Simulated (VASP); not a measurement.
# InCo2Cl6 (Fm-3m) in VASP: notebook

InCo2Cl6 is run at these levels: r2SCAN, r2SCAN+U; tasks: single point.

Everything below comes from runs of VASP 6.6.1. Logs are shortened: lines on timing, memory, paths and dates and some standing lists are left out, and cuts for length are marked.

**1. The cell of the first run**

Symmetry: Fm-3m, No. 225, cubic system. Conventional cell: a = 10.173 Å, b = 10.173 Å, c = 10.173 Å, α = 90.00°, β = 90.00°, γ = 90.00°. Co (site symmetry -43m) has 12 Cl at 3.62 Å and 4 In at 4.41 Å within 4.8 Å. In (site symmetry m-3m) has 6 Cl at 2.14 Å within 2.8 Å. Cl (site symmetry 4mm) has 1 In at 2.14 Å within 2.8 Å.

**2. Single point, r2SCAN**

Input file POSCAR:

```
InCo2Cl6
1.0
    0.0000000000      5.0867430000      5.0867430000
    5.0867430000      0.0000000000      5.0867430000
    5.0867430000      5.0867430000      0.0000000000
Co In Cl
2 1 6
Direct
    0.2500000000      0.2500000000      0.2500000000
    0.7500000000      0.7500000000      0.7500000000
    0.5000000000      0.5000000000      0.5000000000
    0.2894000000      0.7106000000      0.2894000000
    0.2894000000      0.7106000000      0.7106000000
    0.7106000000      0.2894000000      0.7106000000
    0.7106000000      0.2894000000      0.2894000000
    0.2894000000      0.2894000000      0.7106000000
    0.7106000000      0.7106000000      0.2894000000
```

Input file INCAR.step1:

```
ALGO     = Normal         # electronic algorithm
EDIFF    = 1E-4           # SCF threshold, eV
ENCUT    = 520            # plane-wave cutoff, eV
GGA      = PE             # functional
ISMEAR   = -1             # smearing method
LASPH    = T              # aspherical terms in the spheres
LCHARG   = F              # write CHGCAR
LREAL    = F              # projectors in reciprocal space
LWAVE    = T              # write WAVECAR
NBANDS   = 46             # bands
NELM     = 100            # most SCF steps
PREC     = Accurate       # precision mode
SIGMA    = 0.1            # smearing width, eV
```

Input file INCAR.step2:

```
ALGO     = Normal         # electronic algorithm
EDIFF    = 1E-7           # SCF threshold, eV
ENCUT    = 520            # plane-wave cutoff, eV
ISIF     = 2              # what is computed and relaxed
ISMEAR   = -1             # smearing method
ISTART   = 1            
LASPH    = T              # aspherical terms in the spheres
LCHARG   = T              # write CHGCAR
LELF     = T              # ELF
LMIXTAU  = T            
LREAL    = F              # projectors in reciprocal space
LVHAR    = T            
LWAVE    = F              # write WAVECAR
METAGGA  = R2SCAN         # meta-GGA
NBANDS   = 46             # bands
NELM     = 100            # most SCF steps
PREC     = Accurate       # precision mode
SIGMA    = 0.1            # smearing width, eV
```

Input file KPOINTS:

```
k-points
0
Gamma
  3 3 3
```

Potentials or basis: VASP PAW PBE potentials, release 64 (Co, In_d, Cl).

Launch:

```sh
$ cat potpaw_PBE.64/Co/POTCAR potpaw_PBE.64/In_d/POTCAR potpaw_PBE.64/Cl/POTCAR > POTCAR
$ cp INCAR.step1 INCAR
$ mpirun -np 1 vasp_std > vasp.out
$ cp INCAR.step2 INCAR
$ mpirun -np 1 vasp_std > vasp.out
```

OUTCAR:

```text
EDIFF = 1E-7
   ENCUT = 520
   ISIF = 2
   ISMEAR = -1
   ISTART = 1
   LASPH = T
   LREAL = F
   METAGGA = R2SCAN
   NELM = 100
   PREC = Accurate

 ion  position               nearest neighbor table
   1  0.250  0.250  0.250-
   2  0.750  0.750  0.750-
   3  0.500  0.500  0.500-   4 2.14   5 2.14   6 2.14   7 2.14   8 2.14   9 2.14
   4  0.289  0.711  0.289-   3 2.14
   5  0.289  0.711  0.711-   3 2.14
   6  0.711  0.289  0.711-   3 2.14
   7  0.711  0.289  0.289-   3 2.14
   8  0.289  0.289  0.711-   3 2.14
   9  0.711  0.711  0.289-   3 2.14

  LATTYP: Found a face centered cubic cell.
 ALAT       =    10.1734860000

  Lattice vectors:

 A1 = (   0.0000000000,   5.0867430000,   5.0867430000)
 A2 = (   5.0867430000,   0.0000000000,   5.0867430000)
 A3 = (   5.0867430000,   5.0867430000,   0.0000000000)

Analysis of symmetry for initial positions (statically):
=====================================================================
 Subroutine PRICEL returns:
 Original cell was already a primitive cell.

 Routine SETGRP: Setting up the symmetry group for a
 face centered cubic supercell.

 Subroutine GETGRP returns: Found 48 space group operations
 (whereof 48 operations were pure point group operations)
 out of a pool of 48 trial point group operations.

The static configuration has the point symmetry O_h .

Analysis of symmetry for dynamics (positions and initial velocities):
=====================================================================
 Subroutine PRICEL returns:
 Original cell was already a primitive cell.

 Routine SETGRP: Setting up the symmetry group for a
 face centered cubic supercell.

 Subroutine GETGRP returns: Found 48 space group operations
 (whereof 48 operations were pure point group operations)
 out of a pool of 48 trial point group operations.

The dynamic configuration has the point symmetry O_h .

 Subroutine INISYM returns: Found 48 space group operations
 (whereof 48 operations are pure point group operations),
 and found     1 'primitive' translations

----------------------------------------------------------------------------------------

                                     Primitive cell

  volume of cell :     263.2385

  direct lattice vectors                    reciprocal lattice vectors
     0.000000000  5.086743000  5.086743000    -0.098294724  0.098294724  0.098294724
     5.086743000  0.000000000  5.086743000     0.098294724 -0.098294724  0.098294724
     5.086743000  5.086743000  0.000000000     0.098294724  0.098294724 -0.098294724

  length of vectors
     7.193740939  7.193740939  7.193740939     0.170251456  0.170251456  0.170251456

  position of ions in fractional coordinates (direct lattice)
     0.250000000  0.250000000  0.250000000
     0.750000000  0.750000000  0.750000000
     0.500000000  0.500000000  0.500000000
     0.289400000  0.710600000  0.289400000
     0.289400000  0.710600000  0.710600000
     0.710600000  0.289400000  0.710600000
     0.710600000  0.289400000  0.289400000
     0.289400000  0.289400000  0.710600000
     0.710600000  0.710600000  0.289400000

  ion indices of the primitive-cell ions
   primitive index   ion index
                 1           1
                 2           2
                 3           3
                 4           4
                 5           5
                 6           6
                 7           7
                 8           8
                 9           9

----------------------------------------------------------------------------------------

 KPOINTS: k-points

Automatic generation of k-mesh.
 Grid dimensions read from file:
 generate k-points for:    3    3    3

 Generating k-lattice:

  Cartesian coordinates                     Fractional coordinates (reciprocal lattice)
    -0.032764908  0.032764908  0.032764908     0.333333333  0.000000000  0.000000000
     0.032764908 -0.032764908  0.032764908     0.000000000  0.333333333  0.000000000
     0.032764908  0.032764908 -0.032764908     0.000000000  0.000000000  0.333333333

  Length of vectors
     0.056750485  0.056750485  0.056750485

  Shift w.r.t. Gamma in fractional coordinates (k-lattice)
     0.000000000  0.000000000  0.000000000

 Subroutine IBZKPT returns following result:
 ===========================================

 Found      4 irreducible k-points:

 Following reciprocal coordinates:
            Coordinates               Weight
  0.000000  0.000000  0.000000      1.000000
  0.333333  0.000000  0.000000      8.000000
  0.333333  0.333333  0.000000      6.000000
 -0.333333  0.333333  0.000000     12.000000
   k-points           NKPTS =      4   k-points in BZ     NKDIM =      4   number of bands    NBANDS=     46
   number of dos      NEDOS =    301   number of ions     NIONS =      9
   total plane-waves  NPLWV = 157464
   dimension x,y,z NGX =    54 NGY =   54 NGZ =   54
   dimension x,y,z NGXF=   108 NGYF=  108 NGZF=  108
   ions per type =               2   1   6
   NGX,Y,Z   is equivalent  to a cutoff of  12.48, 12.48, 12.48 a.u.
   NGXF,Y,Z  is equivalent  to a cutoff of  24.96, 24.96, 24.96 a.u.
 SYSTEM =  unknown system
   PREC   = accura    normal or accurate (medium, high low for compatibility)
   ISTART =      1    job   : 0-new  1-cont  2-samecut
   ICHARG =      0    charge: 1-file 2-atom 10-const
   ISPIN  =      1    spin polarized calculation?
   LNONCOLLINEAR =      F non collinear calculations
   LSORBIT =      F    spin-orbit coupling
   LASPH  =      T    aspherical Exc in radial PAW
   ENCUT  =  520.0 eV  38.22 Ry    6.18 a.u.  13.38 13.38 13.38*2*pi/ulx,y,z
   NELM   =    100;   NELMIN=  2; NELMDL=  0     # of ELM steps
   EDIFF  = 0.1E-06   stopping-criterion for ELM
   LREAL  =      F    real-space projection
   EDIFFG = 0.1E-05   stopping-criterion for IOM
   NSW    =      0    number of steps for IOM
   IBRION =     -1    ionic relax: 0-MD 1-quasi-New 2-CG
   NFREE  =      0    steps in history (QN), initial steepest desc. (CG)
   ISIF   =      2    stress and relaxation
   ISYM   =      2    0-nonsym 1-usesym 2-fastsym
   POTIM  = 0.5000    time-step for ionic-motion
   TEBEG  =    0.0;   TEEND  =   0.0 temperature during run
   PSTRESS=    0.0 pullay stress
   NELECT =      73.0000    total number of electrons
   NUPDOWN=      -1.0000    fix difference up-down
   EMIN   =  10.00;   EMAX   =-10.00  energy-range for DOS
   EFERMI =   0.00;   METHOD = LEGACY
   ISMEAR =    -1;   SIGMA  =   0.10  broadening in eV -4-tet -1-fermi 0-gaus
   EFERMI_NEDOS =   21; number of points for ismear=-14 and -15
   IALGO  =     38    algorithm
   IMIX   =      4    mixing-type and parameters
     AMIX     =   0.40;   BMIX     =  1.00
     AMIX_MAG =   1.60;   BMIX_MAG =  1.00
  volume/ion in A,a.u.               =      29.25       197.38
  Fermi-wavevector in a.u.,A,eV,Ry     =   1.067577  2.017429 15.506849  1.139721
  Thomas-Fermi vector in A             =   2.203198
   LORBIT       =      0    0 simple, 1 ext, 2 COOP (PROOUT), +10 PAW based schemes
   METAGGA = R2SCAN    functional components
   LHFCALC =     F    Hartree Fock is set to
   AEXX    =    0.0000 exact exchange contribution
   IVDW    =     0    specifies the selected vdW correction
   LEPSILON=     F    determine dielectric tensor
   LRPA    =     F    only Hartree local field effects (RPA)
 non-spin polarized calculation
  energy-cutoff  :      520.00
  volume of cell :      263.24
 maximum number of plane-waves:      7150
 NGX is ok and might be reduce to    54
   NGX = 27   NGY = 27   NGZ = 27

 number of electron      73.0000009 magnetization

 Free energy of the ion-electron system (eV)
  ---------------------------------------------------
  ext. energy  EPLUGINS =         0.00000000
  ---------------------------------------------------
  free energy    TOTEN  =       -75.23973622 eV

  energy without entropy =      -74.28152760  energy(sigma->0) =      -74.76063191

 E-fermi :   0.2606     XC(G=0):  -8.1731

 val. band max:        0.2559709558   @ k =   0.3333   0.3333   0.0000
 cond. band min:       0.2642274088   @ k =  -0.3333   0.3333   0.0000
 fundamental gap:      0.0082564529
 Fermi energy:         0.2605612798

 k-point     1 :       0.0000    0.0000    0.0000
  band No.  band energies     occupation
      1     -16.0496      2.00000
      2     -15.9767      2.00000
      3     -15.9767      2.00000
      4     -14.5707      2.00000
      5     -14.5707      2.00000
      6     -14.5707      2.00000
[... 38 lines left out ...]
     45       7.0000      0.00000
     46       7.5846      0.00000

 k-point     2 :       0.3333    0.0000    0.0000
  band No.  band energies     occupation
      1     -16.0273      2.00000
      2     -15.9804      2.00000
      3     -15.9804      2.00000
      4     -14.6087      2.00000
      5     -14.5607      2.00000
      6     -14.5607      2.00000
[... 38 lines left out ...]
     45       6.9735      0.00000
     46       7.1981      0.00000

 k-point     3 :       0.3333    0.3333    0.0000
  band No.  band energies     occupation
      1     -16.0216      2.00000
      2     -15.9865      2.00000
      3     -15.9753      2.00000
      4     -14.5830      2.00000
      5     -14.5763      2.00000
      6     -14.5763      2.00000
[... 38 lines left out ...]
     45       6.6441      0.00000
     46       7.4231      0.00000

 k-point     4 :      -0.3333    0.3333    0.0000
  band No.  band energies     occupation
      1     -16.0127      2.00000
      2     -15.9859      2.00000
      3     -15.9798      2.00000
      4     -14.5957      2.00000
      5     -14.5828      2.00000
      6     -14.5635      2.00000
[... 38 lines left out ...]
     45       6.6730      0.00000
     46       7.0232      0.00000

------------------------ aborting loop because EDIFF is reached ----------------------------------------

  FORCE on cell =-STRESS in cart. coord.  units (eV):
  Direction    XX          YY          ZZ          XY          YZ          ZX
  --------------------------------------------------------------------------------------
  -------------------------------------------------------------------------------------
  Total       25.2086553     25.2086553     25.2086553      0.0000000      0.0000000      0.0000000
  in kB      153.4302096    153.4302096    153.4302096      0.0000000      0.0000000      0.0000000
  external PRESSURE =     153.4302096 kB  Pullay stress =       0.0000000 kB

 VOLUME and BASIS-vectors are now :
 -----------------------------------------------------------------------------
  energy-cutoff  :      520.00
  volume of cell :      263.24
      direct lattice vectors                 reciprocal lattice vectors
     0.000000000  5.086743000  5.086743000    -0.098294724  0.098294724  0.098294724
     5.086743000  0.000000000  5.086743000     0.098294724 -0.098294724  0.098294724
     5.086743000  5.086743000  0.000000000     0.098294724  0.098294724 -0.098294724

 POSITION                                       TOTAL-FORCE (eV/Angst)
 -----------------------------------------------------------------------------------
      2.54337      2.54337      2.54337         0.000000      0.000000      0.000000
      7.63011      7.63011      7.63011         0.000000      0.000000      0.000000
      5.08674      5.08674      5.08674        -0.000000      0.000000     -0.000000
      5.08674      2.94421      5.08674        -0.000000     -7.932696      0.000000
      7.22928      5.08674      5.08674         7.932696      0.000000      0.000000
      5.08674      7.22928      5.08674        -0.000000      7.932696      0.000000
      2.94421      5.08674      5.08674        -7.932696      0.000000      0.000000
      5.08674      5.08674      2.94421        -0.000000      0.000000     -7.932696
      5.08674      5.08674      7.22928        -0.000000      0.000000      7.932696
 -----------------------------------------------------------------------------------
    total drift:                               -0.000000     -0.000000      0.000000

  FREE ENERGIE OF THE ION-ELECTRON SYSTEM (eV)
  ---------------------------------------------------
  free  energy   TOTEN  =       -75.2397362183 eV

  energy  without entropy=      -74.2815275954  energy(sigma->0) =      -74.76063191
```

It took 19 min on 1 thread of Intel Xeon Platinum 8175M at 2.50GHz (Skylake/Cascade Lake), shared host; peak memory 0.45 GiB.

What came out:

```yaml
Free_energy: -75.2397 eV
Pressure: 15.3 GPa
Largest_force: 7.933 eV/Å
Band_gap_on_the_k_mesh: zero (an odd number of electrons rules out a gap without spin polarisation)
```

Forces in eV/Å, atoms in the order of the input:
```
Co   0.000  0.000  0.000
Co   0.000  0.000  0.000
In   0.000  0.000  0.000
Cl   0.000 -7.933  0.000
Cl   7.933  0.000  0.000
Cl   0.000  7.933  0.000
Cl  -7.933  0.000  0.000
Cl   0.000  0.000 -7.933
Cl   0.000  0.000  7.933
```

Caveat: the cell stands under pressure; the PAW data sets were made with another functional, which shifts forces and pressure a little; spin-orbit coupling is left out, which moves the levels of the heavy elements; an odd number of electrons without spin polarisation forces a metal; a magnetic or distorted state may lie lower; the run has no spin polarisation, though such a crystal can be magnetic; semilocal functionals often make such compounds metallic where correlation or magnetic order opens a gap, which also shifts bond lengths.

(Continued in part 2 of 2.)
